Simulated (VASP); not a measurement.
A run of VASP 6.6.1 is set up as follows.

Contents of INCAR:

```
PREC = Accurate
ENCUT = 520
EDIFF = 1E-6
ISMEAR = 0
SIGMA = 0.15
LREAL = F
LASPH = T
NELM = 60
ALGO = Fast
ISIF = 2
LWAVE = F
LCHARG = T
GGA = PS
LELF = T
LVHAR = T
NBANDS = 12
```

Contents of KPOINTS:

```
regular mesh
0
Gamma
  26 26 26
```

POSCAR

```
Au
1.0
    0.0000000000      2.0419343851      2.0113053693
    2.0419343851      0.0000000000      2.0113053693
    2.0419343851      2.0419343851      0.0000000000
Au
1
Direct
    0.0000000000      0.0000000000      0.0000000000
```

Potentials or basis: VASP PAW PBE potentials, release 64 (Au).

Command:

```bash
$ cat potpaw_PBE.64/Au/POTCAR > POTCAR
$ mpirun -np 1 vasp_std > vasp.out
```

Q: Predict the pressure.

A: 2.4 GPa.

Q: What does it give for the band gap on the k mesh?

A: Zero (an odd number of electrons rules out a gap without spin polarisation).

Stress tensor (GPa, compression positive):
```
2.22 0.00 0.00
0.00 2.22 0.00
0.00 0.00 2.75
```

Caveat: the cell differs from its parent crystal (strain +0.000 along x and y, -0.015 along z); the PAW data sets were made with another functional, which shifts forces and pressure a little; spin-orbit coupling is left out, which moves the levels of the heavy elements.
